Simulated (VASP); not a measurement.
Input of a VASP 6.6.1 run:

Contents of INCAR:

```
SYSTEM = Mg
ALGO = Normal ; EDIFF = 1E-6
ENCUT = 600 ; GGA = PE
GGA_COMPAT = .FALSE. ; ISIF = 2
ISMEAR = 0 ; LASPH = .TRUE.
LCHARG = .TRUE. ; LELF = .TRUE.
LREAL = .FALSE. ; LVHAR = .TRUE.
LWAVE = .FALSE. ; NBANDS = 7
NELM = 120 ; PREC = Accurate
SIGMA = 0.1
```

KPOINTS

```
k-points
0
G
  6 6 6
  0 0 0
```

Contents of POSCAR:

```
Mg
1.0
   -1.8359916300      1.8359916300      1.6794040200
    1.8359916300     -1.8359916300      1.6794040200
    1.8359916300      1.8359916300     -1.6794040200
Mg
1
Direct
    0.6290000000      0.0810000000      0.3170000000
```

Potentials or basis: VASP PAW PBE potentials, release 64 (Mg).

The run is started by

```bash
$ cat potpaw_PBE.64/Mg/POTCAR > POTCAR
$ mpirun -np 1 vasp_std > vasp.out
```

(1) Predict the pressure.

(2) Estimate the band gap on the k mesh.

Results:

(1) 0.5 GPa.

(2) zero (bands 1 and 2 overlap by 4.55 eV).

Caveat: the k points lie up to 0.42 Å⁻¹ apart, too coarse for converged energies and pressures of a metal.
